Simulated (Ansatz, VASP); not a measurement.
Ba: VASP beside Ansatz

INCAR

```
SYSTEM = Ba
PREC     = Accurate       ! precision mode
ENCUT    = 520            ! plane-wave cutoff, eV
EDIFF    = 1E-6           ! SCF threshold, eV
ISMEAR   = 0              ! smearing method
SIGMA    = 0.1            ! smearing width, eV
LREAL    = .False.        ! projectors in reciprocal space
LASPH    = .True.         ! aspherical terms in the spheres
NELM     = 100            ! most SCF steps
ALGO     = Fast           ! electronic algorithm
ISIF     = 2              ! what is computed and relaxed
LWAVE    = .False.        ! write WAVECAR
LCHARG   = .False.        ! write CHGCAR
NBANDS   = 11             ! bands
```

Contents of KPOINTS:

```
Automatic mesh
0
Gamma
  6 6 6
  0 0 0
```

The input POSCAR:

```
Ba
1.0
   -2.5125000000      2.5125000000      2.5125000000
    2.5125000000     -2.5125000000      2.5125000000
    2.5125000000      2.5125000000     -2.5125000000
Ba
1
Direct
    0.0000000000      0.0000000000      0.0000000000
```

Input for Ansatz:

```yaml
crystal:
  lattice:
    - [-2.5125, 2.5125, 2.5125]
    - [2.5125, -2.5125, 2.5125]
    - [2.5125, 2.5125, -2.5125]
  atoms:
    - { symbol: Ba, position: [0.0, 0.0, 0.0] }
basis:
  ecutwfc: 420
kpoints:
  mp_grid: { grid: [6, 6, 6] }
hamiltonian:
  xc: lda
  pseudopotentials: { kind: paw, azcp: { folder: soft_1 } }
scf:
  occupations: { method: gaussian, width: 0.1 }
output:
  forces: true
  stress: true
  eigenvalues: true
```

Alike in both runs: task single point; functional LDA; k mesh 6 × 6 × 6; occupations gaussian, width 0.1 eV; no spin polarisation.

```csv
,VASP,Ansatz
version,VASP 6.6.1,Ansatz 0.2.0
potentials or method,"VASP PAW LDA potentials, release 64 (Ba_sv), cutoff 520 eV","scalar-relativistic, plane waves, PAW"
valence electrons in the cell,10,10
```

```csv
,VASP,Ansatz,Ansatz less VASP
gap on the k mesh at the Fermi level (eV),none,none,-
pressure (GPa),-1.2,-1.2,-0.04
```

Ansatz warns that its potentials were made for another functional, while VASP's fit it. LDA's correlation is that of Perdew and Zunger in VASP and of Perdew and Wang (1992) in Ansatz. A gap of «none» marks a metal or a gap that the smearing closes.

Neither program's run includes spin-orbit coupling.
